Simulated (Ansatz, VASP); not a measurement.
# C: VASP beside Ansatz

```
C
1.0
     0.00000    1.78337    1.78337
     1.78337    0.00000    1.78337
     1.78337    1.78337    0.00000
C
2
Direct
  0.75000 0.75000 0.75000
  0.50000 0.50000 0.50000
```

Alike in both runs: task single point; functional PBE-based screened hybrid; k mesh 7 × 7 × 7; occupations fermi-dirac, width 0.05 eV; no spin polarisation.

```csv
,VASP,Ansatz
version,VASP 6.6.1,Ansatz 0.2.0
potentials or method,"VASP PAW PBE potentials, release 64 (C)",Ansatz PAW
plane-wave cutoff (eV),520,420
valence electrons in the cell,8,8
```

|  | VASP | Ansatz | Ansatz less VASP |
| --- | --- | --- | --- |
| gap on the k mesh at the Fermi level (eV) | 4.70 | 4.71 | +0.009 |
| least direct gap on the mesh (eV) | 6.26 | 6.26 | +0.006 |
| pressure (GPa) | -4.8 | -5.6 | -0.82 |

VASP's potentials were made for PBE, not for PBE-based screened hybrid.

The k mesh is coarse, so the values compare programs but aren't converged. Noted on Ansatz's run: odd divisions of the mesh miss points on the zone boundary, where band edges often lie, so the gap on the mesh can be too wide.
